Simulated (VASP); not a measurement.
A run of VASP 6.6.1 is set up as follows.

File INCAR:

```
PREC = Accurate ; ENCUT = 520
EDIFF = 1E-6 ; ISMEAR = -1
SIGMA = 0.08 ; LREAL = False
LASPH = True ; NELM = 80
ALGO = Normal ; ISIF = 2
LWAVE = False ; LCHARG = False
LDIPOL = True ; IDIPOL = 3
DIPOL = 0.5 0.5 0.500 ; GGA = PE
NBANDS = 32
```

File KPOINTS:

```
regular mesh
0
Gamma
  11 11 1
```

File POSCAR:

```
HfN
1.0
    3.2159806212      0.0000000000      0.0000000000
    0.0000000000      3.2159806212      0.0000000000
    0.0000000000      0.0000000000     11.7319000000
Hf N
3 3
Direct
    0.2500000000      0.2500000000      0.3174204332
    0.7500000000      0.7500000000      0.5000000240
    0.2500000000      0.2500000000      0.6825791656
    0.7500000000      0.7500000000      0.2983307906
    0.2500000000      0.2500000000      0.4999998426
    0.7500000000      0.7500000000      0.7016692094
```

Potentials or basis: VASP PAW PBE potentials, release 64 (Hf_pv, N).

Launch:

```sh
$ cat potpaw_PBE.64/Hf_pv/POTCAR potpaw_PBE.64/N/POTCAR > POTCAR
$ mpirun -np 1 vasp_std > vasp.out
```

Problem. Estimate the band gap on the k mesh.

Solution. Zero (an odd number of electrons rules out a gap without spin polarisation).

Problem. What does it give for the largest force?

Solution. 0.163 eV/Å.

Forces in eV/Å, atoms in the order of the input:
```
Hf   0.000  0.000 -0.105
Hf   0.000  0.000  0.000
Hf   0.000  0.000  0.105
N    0.000  0.000  0.163
N    0.000  0.000  0.000
N    0.000  0.000 -0.163
```

Caveat: spin-orbit coupling is left out, which moves the levels of the heavy elements.
